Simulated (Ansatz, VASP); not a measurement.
## ZrC4: VASP beside Ansatz

```
Zr C
1.0
     0.00000    4.27684    4.27684
     4.27684    0.00000    4.27684
     4.27684    4.27684    0.00000
Zr C
2 8
Direct
  0.25000 0.25000 0.25000
  0.00000 0.00000 0.00000
  0.12500 0.12500 0.12500
  0.12500 0.12500 0.62500
  0.12500 0.62500 0.12500
  0.62500 0.12500 0.12500
  0.62500 0.62500 0.62500
  0.62500 0.62500 0.12500
  0.62500 0.12500 0.62500
  0.12500 0.62500 0.62500
```

Alike in both runs: task relaxation of cell and atoms; functional PBE; k mesh 4 × 4 × 4; occupations gaussian, width 0.1 eV; no spin polarisation.

|  | VASP | Ansatz |
| --- | --- | --- |
| version | VASP 6.6.1 | Ansatz 0.2.0 |
| potentials or method | VASP PAW PBE potentials, release 64 (Zr_sv, C), cutoff 600 eV | scalar-relativistic, plane waves, PAW |
| valence electrons in the cell | 56 | 56 |

|  | VASP | Ansatz | Ansatz less VASP |
| --- | --- | --- | --- |
| gap on the k mesh at the Fermi level, each at its own relaxed structure (eV) | none | none | - |
| relaxed volume (Å³/atom) | 20.87 | 20.83 | -0.042 |
| relaxed cell length with the largest relative difference (Å) | 6.658 | 6.654 | -0.0045 |

A gap of «none» marks a metal or a gap that the smearing closes.

Noted on VASP's run: the volume moved by over 15 % at a fixed basis, so the end points are rough.
